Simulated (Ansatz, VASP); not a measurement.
# Cd: VASP beside Ansatz

Contents of INCAR:

```
  ALGO = Normal
  EDIFF = 1E-7
  ENCUT = 520
  GGA = PE
  ISIF = 2
  ISMEAR = -1
  LASPH = T
  LCHARG = T
  LELF = T
  LREAL = F
  LVHAR = T
  LWAVE = F
  NBANDS = 19
  NELM = 80
  PREC = Accurate
  SIGMA = 0.1
```

File KPOINTS:

```
k-points
0
Gamma
  6 6 3
```

File POSCAR:

```
Cd
1.0
    3.0007103730      0.0000000000      0.0000000000
   -1.5003551865      2.5986914124      0.0000000000
    0.0000000000      0.0000000000      5.9261569577
Cd
2
Direct
    0.3333333333      0.6666666667      0.2500000000
    0.6666666667      0.3333333333      0.7500000000
```

Input for Ansatz:

```yaml
crystal:
  lattice:
    - [3.000710373, 0.0, 0.0]
    - [-1.5003551865, 2.5986914124, 0.0]
    - [0.0, 0.0, 5.9261569577]
  atoms:
    - { symbol: Cd, position: [0.3333333333, 0.6666666667, 0.25] }
    - { symbol: Cd, position: [0.6666666667, 0.3333333333, 0.75] }
hamiltonian:
  xc: pbe
  pseudopotentials:
    kind: paw
    azcp:
      Cd: "pseudopotentials/Cd.paw.azcp"
basis:
  ecutwfc: 420
  fft_grid_basis: typed
kpoints:
  mp_grid: { grid: [6, 6, 3], shift: [0, 0, 0] }
magnetization:
  spin_polarized: false
scf:
  occupations: { method: fermi_dirac, width: 0.1 }
  lower_state_search: "off"
output:
  stress: true
  write_density: true
  write_potential: true
  elf: true
  volumetric_format: npy
```

Alike in both runs: task single point; functional PBE; k mesh 6 × 6 × 3; occupations fermi-dirac, width 0.1 eV; no spin polarisation.

|  | VASP | Ansatz |
| --- | --- | --- |
| version | VASP 6.6.1 | Ansatz 0.2.0 |
| potentials or method | VASP PAW PBE potentials, release 64 (Cd), cutoff 520 eV | plane waves (420 eV) with PAW, scalar-relativistic |
| valence electrons in the cell | 24 | 40 |

```tsv
	VASP	Ansatz	Ansatz less VASP
pressure (GPa)	0.6	0.3	-0.28
traceless stress, the component that is largest in VASP (GPa)	-1.10	-0.97	+0.137
```

The functional is the same, so the differences come from potentials, cutoffs and numerics. VASP's potentials hold 24 valence electrons a cell and Ansatz's 40, so a difference there can come from the potentials and not from the codes.

The k mesh is coarse, so the values compare programs but aren't converged.
